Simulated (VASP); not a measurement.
Write the native input for VASP 6.6.1 that does the following.

* Task: single point
* Functional: PBE
* Dispersion: D4
* Potentials or basis: VASP PAW PBE potentials, release 64 (Mg, C)
* Cutoff: 520 eV
* k mesh: 8 × 8 × 6
* Occupations: gaussian, width 0.05 eV
* Spin: no spin polarisation
* Dipole correction: no
* Further INCAR settings: ALGO = Normal; EDIFF = 1e-07; NBANDS = 16

The structure of Mg2C3 lies in POSCAR:

```
Mg2C3
1.0
    2.3929009618     -2.3283759636     -0.0031136527
    2.3929009618      2.3283759636     -0.0031136527
   -1.2217464505      0.0000000000      4.8478303268
Mg C
2 3
Direct
    0.8093522991      0.8093522991      0.1988168970
    0.1906477009      0.1906477009      0.8011831030
    0.3017283165      0.3017283165      0.2615576924
    0.6982716835      0.6982716835      0.7384423076
    0.5000000000      0.5000000000      0.5000000000
```

One way to write it, as run:

INCAR

```
SYSTEM = Mg2C3
PREC = Accurate ; ENCUT = 520
EDIFF = 1E-7 ; ISMEAR = 0
SIGMA = 0.05 ; LREAL = .FALSE.
LASPH = .TRUE. ; NELM = 60
ALGO = Normal ; ISIF = 2
LWAVE = .FALSE. ; LCHARG = .TRUE.
GGA = PE ; IVDW = 13
LELF = .TRUE. ; LVHAR = .TRUE.
NBANDS = 16
```

KPOINTS

```
regular mesh
0
G
  8 8 6
  0 0 0
```

Potentials or basis: VASP PAW PBE potentials, release 64 (Mg, C).

Launch:

```sh
$ cat potpaw_PBE.64/Mg/POTCAR potpaw_PBE.64/C/POTCAR > POTCAR
$ mpirun -np 1 vasp_std > vasp.out
```

Results of the run:

```yaml
Pressure: -0.2 GPa
Largest_force: 0.047 eV/Å
Band_gap_on_the_k_mesh: 1.65 eV (least direct gap 2.36 eV)
Dispersion_energy_per_atom: -0.154 eV
```

Run time: 2.5 min on 1 thread of Intel Xeon 8259CL (shared host), peak memory 0.24 GiB.
